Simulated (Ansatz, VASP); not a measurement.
One calculation of Re, two programs

```
Re
1.0
    -1.49318    1.49318    1.49318
     1.49318   -1.49318    1.49318
     1.49318    1.49318   -1.49318
Re
1
Direct
  0.00000 0.00000 0.00000
```

Change from the starting cell: volume scaled by 0.92, LAPW.

Alike in both runs: task single point; functional LDA; k mesh 19 × 19 × 19; occupations fermi-dirac, width 0.1 eV; no spin polarisation.

|  | VASP | Ansatz |
| --- | --- | --- |
| version | VASP 6.6.1 | Ansatz 0.2.0 |
| potentials or method | VASP PAW LDA potentials, release 64 (Re), cutoff 520 eV | all-electron LAPW, scalar-relativistic |

|  | VASP | Ansatz | Ansatz less VASP |
| --- | --- | --- | --- |
| pressure (GPa) | 42.4 | 39.5 | -2.89 |

LDA's correlation is that of Perdew and Zunger in VASP and of Perdew and Wang (1992) in Ansatz. Both programs put the cell under a high pressure, so it lies far from rest at this level. Ansatz ran all-electron here, and VASP with PAW potentials.

Neither program's run includes spin-orbit coupling.
